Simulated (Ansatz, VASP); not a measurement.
**AlIn3Sb2N2: VASP beside Ansatz**

Contents of INCAR:

```
PREC = Accurate ; ENCUT = 520
EDIFF = 1E-6 ; ISMEAR = 0
SIGMA = 0.2 ; LREAL = False
LASPH = True ; NELM = 100
ALGO = Normal ; ISIF = 2
LWAVE = False ; LCHARG = False
GGA = PE ; NBANDS = 41
```

KPOINTS

```
regular mesh
0
Gamma
  8 8 2
```

Contents of POSCAR:

```
AlIn3Sb2N2
1.0
    3.2508405182     -0.0414292631      0.0077406017
    1.6576812960      2.8545477163      0.0187198910
   -0.0381377999     -0.0961471688     18.0665497082
Al In Sb N
1 3 2 2
Direct
    0.6241128389      0.6272362710      0.9761545182
    0.2925440287      0.2898722945      0.1304083758
    0.2937963562      0.2883441867      0.4780570169
    0.2918909657      0.2914096261      0.8211734045
    0.2920505462      0.2906816004      0.3071276353
    0.2915262312      0.2898993463      0.6602519250
    0.2921091216      0.2905501557      0.0052380507
    0.6219699115      0.6320065194      0.8715890734
```

Input for Ansatz:

```yaml
crystal:
  lattice:
    - [3.2508405182, -0.0414292631, 0.0077406017]
    - [1.657681296, 2.8545477163, 0.018719891]
    - [-0.0381377999, -0.0961471688, 18.0665497082]
  atoms:
    - { symbol: Al, position: [0.6241128389, 0.627236271, 0.9761545182] }
    - { symbol: In, position: [0.2925440287, 0.2898722945, 0.1304083758] }
    - { symbol: In, position: [0.2937963562, 0.2883441867, 0.4780570169] }
    - { symbol: In, position: [0.2918909657, 0.2914096261, 0.8211734045] }
    - { symbol: Sb, position: [0.2920505462, 0.2906816004, 0.3071276353] }
    - { symbol: Sb, position: [0.2915262312, 0.2898993463, 0.660251925] }
    - { symbol: "N", position: [0.2921091216, 0.2905501557, 0.0052380507] }
    - { symbol: "N", position: [0.6219699115, 0.6320065194, 0.8715890734] }
basis:
  ecutwfc: 420
kpoints:
  mp_grid: { grid: [8, 8, 2] }
hamiltonian:
  xc: pbe
scf:
  occupations: { method: gaussian, width: 0.2 }
  lower_state_search: "off"
output:
  forces: true
  stress: true
  eigenvalues: true
```

Alike in both runs: task single point; functional PBE; k mesh 8 × 8 × 2; occupations gaussian, width 0.2 eV; no spin polarisation.

|  | VASP | Ansatz |
| --- | --- | --- |
| version | VASP 6.6.1 | Ansatz 0.2.0 |
| potentials or method | VASP PAW PBE potentials, release 64 (Al, In_d, Sb, N), cutoff 520 eV | scalar-relativistic, plane waves, PAW |
| valence electrons in the cell | 62 | 82 |

VASP gave:

* gap on the k mesh at the Fermi level (eV): none
* pressure (GPa): 0.0
* traceless stress, the component that is largest in VASP (GPa): -0.78
* rms of the force components (eV/Å): 0.008

**Question.** Estimate Ansatz's values.

**Answer.** gap on the k mesh at the Fermi level (eV): none; pressure (GPa): 0.0; traceless stress, the component that is largest in VASP (GPa): -0.78; rms of the force components (eV/Å): 0.010.

Atom by atom the forces differ by 0.007 eV/Å (rms over components). A gap of «none» marks a metal or a gap that the smearing closes. VASP's potentials hold 62 valence electrons a cell and Ansatz's 82, so a difference there can come from the potentials and not from the codes.

Neither program's run includes spin-orbit coupling.
